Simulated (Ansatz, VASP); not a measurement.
## Si in VASP and in Ansatz

```xyz
4
Lattice="0.0000 -2.7008 -2.7008 0.0000 2.7008 -2.7008 5.5275 0.0000 0.0000" Properties=species:S:1:pos:R:3 pbc="T T T"
Si   -0.0675    0.0000   -2.7008
Si    2.8313    0.0000    0.0000
Si    1.3819    1.3504   -1.3504
Si    4.1456   -1.3504   -1.3504
```

Change from the starting cell: mode 6 frozen in at -0.066 Å, normal strain along x +0.0233.

Alike in both runs: task single point; functional LDA; k mesh 10 × 10 × 6; occupations gaussian, width 0.05 eV; no spin polarisation.

```csv
,VASP,Ansatz
version,VASP 6.6.1,Ansatz 0.2.0
potentials or method,"VASP PAW LDA potentials, release 64 (Si), cutoff 520 eV","scalar-relativistic, plane waves, PAW"
valence electrons in the cell,16,16
```

Ansatz gave:

| Quantity | Value |
| --- | --- |
| gap on the k mesh at the Fermi level (eV) | 0.17 |
| least direct gap on the mesh (eV) | 0.65 |
| pressure (GPa) | -1.9 |
| traceless stress, the component that is largest in VASP (GPa) | -1.80 |
| rms of the force components (eV/Å) | 0.457 |

**Question.** What did VASP give for the same quantities?

**Answer.** gap on the k mesh at the Fermi level (eV): 0.16; least direct gap on the mesh (eV): 0.64; pressure (GPa): -1.9; traceless stress, the component that is largest in VASP (GPa): -1.80; rms of the force components (eV/Å): 0.457.

Ansatz warns that its potentials were made for another functional, while VASP's fit it. LDA's correlation is that of Perdew and Zunger in VASP and of Perdew and Wang (1992) in Ansatz. Atom by atom the forces differ by 0.000 eV/Å (rms over components).
